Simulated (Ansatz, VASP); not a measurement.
# Al2H in VASP and in Ansatz

```xyz
6
Lattice="-2.7299 2.7299 2.4257 2.7299 -2.7299 2.4257 2.7299 2.7299 -2.4257" Properties=species:S:1:pos:R:3 pbc="T T T"
Al    0.9188    3.6487    0.0000
Al    1.8111    0.9188    0.0000
Al    1.8111   -0.9188    2.4257
Al    0.9188    1.8111    2.4257
H     0.0000    0.0000    1.2129
H     0.0000    0.0000    3.6386
```

Change from the starting cell: species swapped into the Ta2Ni type (I4/mcm, No. 140).

Alike in both runs: functional PBE; k mesh 4 × 4 × 4; occupations gaussian, width 0.2 eV; no spin polarisation.

Ansatz relaxed the structure, and its values are those at the end. VASP's run is a single point on that final structure, the one shown.

|  | VASP | Ansatz |
| --- | --- | --- |
| version | VASP 6.6.1 | Ansatz 0.2.0 |
| potentials or method | VASP PAW PBE potentials, release 64 (Al, H), cutoff 500 eV | scalar-relativistic, plane waves, PAW |
| valence electrons in the cell | 14 | 14 |

Ansatz gave:

```
gap on the k mesh at the Fermi level (eV) : none
pressure (GPa)                            : 0.2
rms of the force components (eV/Å)        : 0.010
```

**Question.** Estimate VASP's values.

**Answer.** gap on the k mesh at the Fermi level (eV): none; pressure (GPa): 0.1; rms of the force components (eV/Å): 0.010.

A gap of «none» marks a metal or a gap that the smearing closes.

The k mesh is coarse, so the values compare programs but aren't converged.
